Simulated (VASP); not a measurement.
**Se: single point with PBE**

Crystal: Se.

```
Se
1.0
     4.31503    0.00000    0.00000
    -2.15751    3.73692    0.00000
     0.00000    0.00000    4.59833
Se
3
Direct
  0.19105 0.00000 0.33333
  0.00000 0.19105 0.66667
  0.80895 0.80895 0.00000
```

This cell differs from its parent crystal: strained and its atoms moved.

```json
{"Program": "VASP 6.6.1", "Task": "single point", "Functional": "PBE", "Potentials or basis": "VASP PAW PBE potentials, release 64 (Se)", "Cutoff": "520 eV", "k mesh": "9 × 9 × 6", "Occupations": "gaussian, width 0.02 eV", "Spin": "no spin polarisation", "Dipole correction": "no", "Further INCAR settings": "ALGO = Normal; EDIFF = 1e-06; NBANDS = 16"}
```

```
Pressure               : 30.6 GPa
Largest force          : 7.241 eV/Å
Band gap on the k mesh : 1.23 eV (least direct gap 1.52 eV)
```

Forces on the atoms (eV/Å):
```
Se   7.241  0.000  0.000
Se  -3.621  6.271  0.000
Se  -3.621 -6.271  0.000
```

Stress tensor (GPa, compression positive):
```
23.14  0.00  0.00
 0.00 23.14  0.00
 0.00  0.00 45.64
```

Levels at points of the mesh, in eV from the valence-band top:
```tsv
k point	band 5	band 6	band 7	band 8	band 9	band 10	band 11	band 12	band 13	band 14
(0.00, 0.00, 0.00)	-5.16	-4.67	-3.35	-3.35	-0.84	2.87	2.87	3.08	5.31	5.80
(0.00, 0.00, 0.50)	-4.68	-4.68	-2.20	-2.20	-1.83	1.24	1.71	1.71	5.43	7.03
```

Wall time 23 s on 1 thread of Intel(R) Xeon(R) 6975P-C (Granite Rapids), with other jobs on the host, peak memory 0.21 GiB.

Caveat: the cell differs from its parent crystal (strained and its atoms moved); the stress differs along the axes, from 23 to 46 GPa; forces of over 1 eV/Å act on the atoms, so gaps and moduli don't describe the material at rest. A k mesh can miss the band edges.
